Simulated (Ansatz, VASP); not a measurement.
Two plane-wave programs on Pt

```
Pt
1.0
     2.70829    0.00000    0.00000
    -1.35415    2.34545    0.00000
     0.00000    0.00000    9.35302
Pt
4
Direct
  0.63084 0.30008 0.37500
  0.63084 0.30008 0.87500
  0.36916 0.69992 0.12500
  0.36916 0.69992 0.62500
```

Change from the starting cell: mode 1 frozen in at -0.052 Å and mode 2 at -0.078 Å (largest displacements).

Alike in both runs: task single point; functional LDA; k mesh 18 × 18 × 6; occupations gaussian, width 0.15 eV; no spin polarisation.

|  | VASP | Ansatz |
| --- | --- | --- |
| version | VASP 6.6.1 | Ansatz 0.2.0 |
| potentials or method | VASP PAW LDA potentials, release 64 (Pt), cutoff 520 eV | scalar-relativistic, plane waves, PAW |
| valence electrons in the cell | 40 | 72 |

VASP gave:

* gap on the k mesh at the Fermi level (eV): none
* pressure (GPa): 1.2
* traceless stress, the component that is largest in VASP (GPa): -0.91
* rms of the force components (eV/Å): 0.069

Problem. Which values does Ansatz return?

Solution. gap on the k mesh at the Fermi level (eV): none; pressure (GPa): 0.4; traceless stress, the component that is largest in VASP (GPa): -1.00; rms of the force components (eV/Å): 0.069.

Ansatz warns that its potentials were made for another functional, while VASP's fit it. LDA's correlation is that of Perdew and Zunger in VASP and of Perdew and Wang (1992) in Ansatz. Atom by atom the forces differ by 0.004 eV/Å (rms over components). A gap of «none» marks a metal or a gap that the smearing closes. VASP's potentials hold 40 valence electrons a cell and Ansatz's 72, so a difference there can come from the potentials and not from the codes.

Spin-orbit coupling is off throughout.
